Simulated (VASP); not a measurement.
## S: single point with PBEsol

The system is S.

```
S
1.0
     3.82077    0.00000    0.00000
    -1.91038    3.30888    0.00000
     0.00000    0.00000    2.11397
S
3
Direct
  0.00000 0.00000 0.00000
  0.33333 0.66667 0.50000
  0.66667 0.33333 0.50000
```

| Property | Result |
| --- | --- |
| Program | VASP 6.6.1 |
| Task | single point |
| Functional | PBEsol |
| Potentials or basis | VASP PAW PBE potentials, release 64 (S) |
| Cutoff | 500 eV |
| k mesh | 9 × 9 × 13 |
| Occupations | fermi-dirac, width 0.05 eV |
| Spin | no spin polarisation |
| Dipole correction | no |
| Further INCAR settings | ALGO = Normal; EDIFF = 1e-06; NBANDS = 16 |

```yaml
Pressure: 140.2 GPa
Band_gap_on_the_k_mesh: zero (band 9 reaches 24.57 eV, above the bottom of band 10 at 13.74 eV)
```

Stress tensor (GPa, compression positive):
```
140.58   0.00   0.00
  0.00 140.58   0.00
  0.00   0.00 139.56
```

Levels at points of the mesh, in eV from the Fermi level:
| k point | band 7 | band 8 | band 9 | band 10 | band 11 | band 12 |
| --- | --- | --- | --- | --- | --- | --- |
| (0.00, 0.00, 0.00) | -11.05 | 3.31 | 6.15 | 6.15 | 6.43 | 9.71 |

Wall time 27 s on 1 thread of Intel Xeon 8259CL, with other jobs on the host, peak memory 0.15 GiB.

Caveat: the PAW data sets were made with another functional, which shifts forces and pressure a little.
